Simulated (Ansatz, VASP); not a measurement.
# Sr3Pt: VASP beside Ansatz

```
Sr Pt
1.0
    -2.47637    2.47637    5.53637
     2.47637   -2.47637    5.53637
     2.47637    2.47637   -5.53637
Sr Pt
3 1
Direct
  0.50000 0.50000 0.00000
  0.25000 0.75000 0.50000
  0.75000 0.25000 0.50000
  0.00000 0.00000 0.00000
```

Alike in both runs: functional PBE; k mesh 6 × 6 × 6; occupations gaussian, width 0.1 eV; no spin polarisation.

Ansatz relaxed the structure, and its values are those at the end. VASP's run is a single point on that final structure, the one shown.

|  | VASP | Ansatz |
| --- | --- | --- |
| version | VASP 6.6.1 | Ansatz 0.2.0 |
| potentials or method | VASP PAW PBE potentials, release 64 (Sr_sv, Pt), cutoff 520 eV | scalar-relativistic, plane waves, PAW |
| valence electrons in the cell | 40 | 48 |

```tsv
	VASP	Ansatz	Ansatz less VASP
gap on the k mesh at the Fermi level (eV)	none	none	-
pressure (GPa)	0.3	0.3	-0.06
```

A gap of «none» marks a metal or a gap that the smearing closes. The functional is the same, so the differences come from potentials, cutoffs and numerics. VASP's potentials hold 40 valence electrons a cell and Ansatz's 48, so a difference there can come from the potentials and not from the codes.

Neither program's run includes spin-orbit coupling.
